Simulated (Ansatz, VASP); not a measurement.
**One calculation of LiCl, two programs**

```xyz
4
Lattice="3.6451 0.0000 0.0000 -1.8225 3.1567 0.0000 0.0000 0.0000 6.1422" Properties=species:S:1:pos:R:3 pbc="T T T"
Li    0.0000    0.0000    0.0000
Li    0.0000    0.0000    3.0711
Cl    0.0000    2.1045    1.5356
Cl    1.8225    1.0522    4.6067
```

Alike in both runs: task single point; functional r2SCAN; k mesh 6 × 6 × 4; no spin polarisation.

|  | VASP | Ansatz |
| --- | --- | --- |
| version | VASP 6.6.1 | Ansatz 0.2.0 |
| potentials or method | VASP PAW PBE potentials, release 64 (Li_sv, Cl) | plane waves, PAW |
| plane-wave cutoff (eV) | 520 | 500 |
| occupations | gaussian, width 0.01 eV | fixed |
| valence electrons in the cell | 20 | 20 |

|  | VASP | Ansatz | Ansatz less VASP |
| --- | --- | --- | --- |
| gap on the k mesh at the Fermi level (eV) | 6.96 | 6.90 | -0.062 |

VASP's potentials were made for PBE, not for r2SCAN.

Noted on VASP's run: the cutoff is short for stress, so the pressure is rough.
